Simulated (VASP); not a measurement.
# Cu (P6_3/mmc) in VASP: notebook, part 2 of 2

VASP 6.6.1. Earlier steps stand in the parts before.

## Step 3: Single point, r2SCAN (uniaxial strain along c: +1.5 %)

Contents of POSCAR:

```
Cu
1.0
    2.5198544843      0.0000000000      0.0000000000
   -1.2599272421      2.1822579972      0.0000000000
    0.0000000000      0.0000000000      8.3878989518
Cu
4
Direct
    0.0000000000      0.0000000000      0.0000000000
    0.3333333333      0.6666666667      0.2500000000
    0.0000000000      0.0000000000      0.5000000000
    0.6666666667      0.3333333333      0.7500000000
```

Contents of INCAR.step1:

```
SYSTEM = Cu
PREC = Accurate
ENCUT = 520
ISMEAR = 0
SIGMA = 0.1
LREAL = .FALSE.
LASPH = .TRUE.
NELM = 100
NBANDS = 30
GGA = PE
ALGO = Normal
EDIFF = 1E-4
LWAVE = .TRUE.
LCHARG = .FALSE.
```

Contents of INCAR.step2:

```
SYSTEM = Cu
PREC = Accurate
ENCUT = 520
EDIFF = 1E-7
ISMEAR = 0
SIGMA = 0.1
LREAL = .FALSE.
LASPH = .TRUE.
NELM = 100
ALGO = Normal
ISIF = 2
LWAVE = .FALSE.
LCHARG = .FALSE.
METAGGA = R2SCAN
LMIXTAU = .TRUE.
NBANDS = 30
ISTART = 1
```

Contents of KPOINTS:

```
regular mesh
0
G
  24 24 6
  0 0 0
```

Potentials or basis: VASP PAW PBE potentials, release 64 (Cu).

Started as:

```
$ cat potpaw_PBE.64/Cu/POTCAR > POTCAR
$ cp INCAR.step1 INCAR
$ mpirun -np 1 vasp_std > vasp.out
$ cp INCAR.step2 INCAR
$ mpirun -np 1 vasp_std > vasp.out
```

OUTCAR:

```text
SYSTEM = Cu
   PREC = Accurate
   ENCUT = 520
   EDIFF = 1E-7
   ISMEAR = 0
   LREAL = .FALSE.
   LASPH = .TRUE.
   NELM = 100
   ISIF = 2
   METAGGA = R2SCAN
   ISTART = 1

 ion  position               nearest neighbor table
   1  0.000  0.000  0.000-   2 2.55   4 2.55   2 2.55   4 2.55   4 2.55   2 2.55
   2  0.333  0.667  0.250-   1 2.55   3 2.55   1 2.55   3 2.55   1 2.55   3 2.55
   3  0.000  0.000  0.500-   2 2.55   4 2.55   2 2.55   4 2.55   4 2.55   2 2.55
   4  0.667  0.333  0.750-   1 2.55   3 2.55   1 2.55   3 2.55   1 2.55   3 2.55

  LATTYP: Found a hexagonal cell.
 ALAT       =     2.5198544843
 C/A-ratio  =     3.3287235450

  Lattice vectors:

 A1 = (   2.5198544843,   0.0000000000,   0.0000000000)
 A2 = (  -1.2599272421,   2.1822579972,   0.0000000000)
 A3 = (   0.0000000000,   0.0000000000,   8.3878989518)

Analysis of symmetry for initial positions (statically):
=====================================================================
 Subroutine PRICEL returns:
 Original cell was already a primitive cell.

 Routine SETGRP: Setting up the symmetry group for a
 hexagonal supercell.

 Subroutine GETGRP returns: Found 24 space group operations
 (whereof 12 operations were pure point group operations)
 out of a pool of 24 trial point group operations.

The static configuration has the point symmetry D_3d.
 The point group associated with its full space group is D_6h.

Analysis of symmetry for dynamics (positions and initial velocities):
=====================================================================
 Subroutine PRICEL returns:
 Original cell was already a primitive cell.

 Routine SETGRP: Setting up the symmetry group for a
 hexagonal supercell.

 Subroutine GETGRP returns: Found 24 space group operations
 (whereof 12 operations were pure point group operations)
 out of a pool of 24 trial point group operations.

The dynamic configuration has the point symmetry D_3d.
 The point group associated with its full space group is D_6h.

 Subroutine INISYM returns: Found 24 space group operations
[... 121 lines left out ...]
     AMIX_MAG =   1.60;   BMIX_MAG =  1.00
  volume/ion in A,a.u.               =      11.53        77.82
  Fermi-wavevector in a.u.,A,eV,Ry     =   1.611564  3.045414 35.336201  2.597138
  Thomas-Fermi vector in A             =   2.706934
   LORBIT       =      0    0 simple, 1 ext, 2 COOP (PROOUT), +10 PAW based schemes
   METAGGA = R2SCAN    functional components
   LHFCALC =     F    Hartree Fock is set to
   AEXX    =    0.0000 exact exchange contribution
   IVDW    =     0    specifies the selected vdW correction
   LEPSILON=     F    determine dielectric tensor
   LRPA    =     F    only Hartree local field effects (RPA)
 non-spin polarized calculation
 Gauss-broadening in eV      SIGMA  =   0.10
  energy-cutoff  :      520.00
  volume of cell :       46.12
 maximum number of plane-waves:      1268
 NGX is ok and might be reduce to    20
   NGX =  9   NGY =  9   NGZ = 31

 number of electron      44.0000035 magnetization

 Free energy of the ion-electron system (eV)
  ---------------------------------------------------
  ext. energy  EPLUGINS =         0.00000000
  ---------------------------------------------------
  free energy    TOTEN  =       -43.28869265 eV

  energy without entropy =      -43.28435148  energy(sigma->0) =      -43.28652206

 E-fermi :   7.7063     XC(G=0): -13.9049

 val. band max:        7.6944441488   @ k =   0.4583   0.0417   0.5000
 cond. band min:       7.7131208206   @ k =   0.1250   0.0000   0.1667
 fundamental gap:      0.0186766718
 Fermi energy:         7.7062511136

 k-point     1 :       0.0000    0.0000    0.0000
  band No.  band energies     occupation
      1      -2.1626      2.00000
      2       0.0163      2.00000
      3       0.0213      2.00000
      4       2.2813      2.00000
      5       4.1739      2.00000
      6       4.1777      2.00000
[... 781 lines left out ...]
     29      18.4213      0.00000
     30      18.8435      0.00000

 [... further k-points ...]

------------------------ aborting loop because EDIFF is reached ----------------------------------------

  FORCE on cell =-STRESS in cart. coord.  units (eV):
  Direction    XX          YY          ZZ          XY          YZ          ZX
  --------------------------------------------------------------------------------------
  -------------------------------------------------------------------------------------
  Total        0.1801572      0.1801572     -0.7332419      0.0000000      0.0000000      0.0000000
  in kB        6.2578837      6.2578837    -25.4696593      0.0000000      0.0000000      0.0000000
  external PRESSURE =      -4.3179639 kB  Pullay stress =       0.0000000 kB

 VOLUME and BASIS-vectors are now :
 -----------------------------------------------------------------------------
  energy-cutoff  :      520.00
  volume of cell :       46.12
      direct lattice vectors                 reciprocal lattice vectors
     2.519854484  0.000000000  0.000000000     0.396848313  0.229120480  0.000000000
    -1.259927242  2.182257997  0.000000000     0.000000000  0.458240960  0.000000000
     0.000000000  0.000000000  8.387898952     0.000000000  0.000000000  0.119219367

 POSITION                                       TOTAL-FORCE (eV/Angst)
 -----------------------------------------------------------------------------------
      0.00000      0.00000      0.00000         0.000000      0.000000     -0.000000
     -0.00000      1.45484      2.09697         0.000000     -0.000000      0.000000
      0.00000      0.00000      4.19395        -0.000000      0.000000     -0.000000
      1.25993      0.72742      6.29092        -0.000000      0.000000     -0.000000
 -----------------------------------------------------------------------------------
    total drift:                                0.000000     -0.000000      0.000000

  FREE ENERGIE OF THE ION-ELECTRON SYSTEM (eV)
  ---------------------------------------------------
  free  energy   TOTEN  =       -43.2886926492 eV

  energy  without entropy=      -43.2843514802  energy(sigma->0) =      -43.28652206
```

OSZICAR.step1:

```text
N       E                     dE             d eps       ncg     rms          rms(c)
DAV:   1     0.333814971993E+03    0.33381E+03   -0.19868E+04 15664   0.265E+03
DAV:   2     0.120197541762E+02   -0.32180E+03   -0.30967E+03 14640   0.392E+02
DAV:   3    -0.177532580456E+02   -0.29773E+02   -0.28166E+02 16026   0.166E+02
DAV:   4    -0.185124341389E+02   -0.75918E+00   -0.75774E+00 16922   0.358E+01
DAV:   5    -0.185224460299E+02   -0.10012E-01   -0.10011E-01 18874   0.400E+00    0.155E+01
DAV:   6    -0.162016314585E+02    0.23208E+01   -0.29013E+01 16380   0.116E+02    0.747E+00
DAV:   7    -0.149015363057E+02    0.13001E+01   -0.53937E+00 16748   0.483E+01    0.925E-01
DAV:   8    -0.148701491952E+02    0.31387E-01   -0.10244E-01 19660   0.480E+00    0.809E-01
DAV:   9    -0.148631789247E+02    0.69703E-02   -0.94512E-03 17282   0.325E+00    0.510E-01
DAV:  10    -0.148587714765E+02    0.44074E-02   -0.11057E-02 17192   0.222E+00    0.232E-02
DAV:  11    -0.148588737690E+02   -0.10229E-03   -0.86076E-04 15962   0.374E-01    0.164E-02
DAV:  12    -0.148588712155E+02    0.25535E-05   -0.10299E-05  9402   0.764E-02
   1 F= -.14858871E+02 E0= -.14856508E+02  d E =-.472613E-02
```

Wall time 9.2 min (1 thread of Intel Xeon 6975P-C (Granite Rapids), shared host); peak memory 0.36 GiB.

What came out:

| Property | Result |
| --- | --- |
| Free energy | -43.2887 eV |
| Pressure | -0.4 GPa |
| Band gap on the k mesh | zero (bands 22 and 23 overlap by 5.56 eV) |

Stress tensor (GPa, compression positive):
```
 0.63  0.00  0.00
 0.00  0.63  0.00
 0.00  0.00 -2.55
```

Levels at points of the mesh, in eV from the Fermi level:
```csv
k point,band 20,band 21,band 22,band 23,band 24,band 25
"(0.00, 0.00, 0.00)",-2.11,-2.11,-1.82,-1.82,-1.31,3.82
"(0.50, 0.00, 0.00)",-1.64,-0.65,0.42,1.05,1.69,5.00
"(0.00, 0.00, 0.50)",-2.39,-1.93,-1.93,-1.93,-1.93,6.98
"(0.50, 0.00, 0.50)",-1.65,0.05,0.05,1.47,1.47,5.48
```

Caveat: the cell differs from its parent crystal (uniaxial strain along c: +1.5 %); the PAW data sets were made with another functional, which shifts forces and pressure a little.
